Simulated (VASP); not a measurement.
Here is a VASP 6.6.1 calculation.

Contents of INCAR:

```
PREC     = Accurate       # precision mode
ENCUT    = 520            # plane-wave cutoff, eV
EDIFF    = 1E-7           # SCF threshold, eV
ISMEAR   = -1             # smearing method
SIGMA    = 0.08           # smearing width, eV
LREAL    = F              # projectors in reciprocal space
LASPH    = T              # aspherical terms in the spheres
NELM     = 100            # most SCF steps
ALGO     = Normal         # electronic algorithm
ISIF     = 2              # what is computed and relaxed
LWAVE    = F              # write WAVECAR
LCHARG   = F              # write CHGCAR
GGA      = PS             # functional
NBANDS   = 11             # bands
```

File KPOINTS:

```
Automatic mesh
0
Gamma
  15 15 15
```

File POSCAR:

```
Hf
1.0
   -1.5505371687      1.5505371687      1.5505371687
    1.5505371687     -1.5505371687      1.5505371687
    1.5505371687      1.5505371687     -1.5505371687
Hf
1
Direct
    0.0000000000      0.0000000000      0.0000000000
```

Potentials or basis: VASP PAW PBE potentials, release 64 (Hf_pv).

Run with:

```console
$ cat potpaw_PBE.64/Hf_pv/POTCAR > POTCAR
$ mpirun -np 1 vasp_std > vasp.out
```

(1) Estimate the band gap on the k mesh.

(2) Predict the pressure.

## Answers

(1) zero (band 5 reaches 9.18 eV, above the bottom of band 6 at 6.60 eV).

(2) 67.2 GPa.

Caveat: the PAW data sets were made with another functional, which shifts forces and pressure a little; spin-orbit coupling is left out, which moves the levels of the heavy elements.
